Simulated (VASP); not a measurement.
A run of VASP 6.6.1 is set up as follows.

INCAR

```
ALGO     = Normal         # electronic algorithm
EDIFF    = 1E-7           # SCF threshold, eV
EDIFFG   = -0.01          # ionic threshold
ENCUT    = 600            # plane-wave cutoff, eV
GGA      = PS             # functional
GGA_COMPAT= False        
IBRION   = 2              # ionic algorithm
ISIF     = 3              # what is computed and relaxed
ISMEAR   = -1             # smearing method
LASPH    = True           # aspherical terms in the spheres
LCHARG   = False          # write CHGCAR
LREAL    = False          # projectors in reciprocal space
LWAVE    = False          # write WAVECAR
NELM     = 120            # most SCF steps
NELMIN   = 4            
NSW      = 100            # ionic steps
PREC     = Accurate       # precision mode
SIGMA    = 0.03           # smearing width, eV
```

File KPOINTS:

```
k-points
0
Gamma
  6 6 6
```

POSCAR

```
Tl2BiN3
1.0
   -1.9257305800      5.7108043800      2.7094738800
    1.9257305800     -5.7108043800      2.7094738800
    1.9257305800      5.7108043800     -2.7094738800
Tl Bi N
2 1 3
Direct
    0.4268284100      0.2601327300      0.1666956800
    0.0934370500      0.2601327300      0.8333043200
    0.7294447600      0.2294447600      0.5000000000
    0.3363232300      0.0041391200      0.3321841100
    0.6719550100      0.0041391200      0.6678158900
    0.0010095300      0.0010095300      0.0000000000
```

Potentials or basis: VASP PAW PBE potentials, release 64 (Tl_d, Bi_d, N).

Launch:

```bash
$ cat potpaw_PBE.64/Tl_d/POTCAR potpaw_PBE.64/Bi_d/POTCAR potpaw_PBE.64/N/POTCAR > POTCAR
$ mpirun -np 1 vasp_std > vasp.out
```

Task: Estimate the relaxed cell.

Result: a = 6.498 Å, b = 6.498 Å, c = 6.498 Å, α = 146.45°, β = 59.31°, γ = 132.61°.

Task: Predict the space group after relaxing (to 0.1 Å).

Result: Imm2 (No. 44).

Task: What does it give for the relaxed volume?

Result: 18.44 Å³/atom.

Forces in eV/Å, atoms in the order of the input:
```
Tl   0.000 -0.005  0.000
Tl   0.000  0.005  0.000
Bi   0.000  0.000  0.000
N    0.000  0.007 -0.001
N    0.000 -0.007 -0.001
N    0.000  0.000  0.004
```

Caveat: the PAW data sets were made with another functional, which shifts forces and pressure a little.
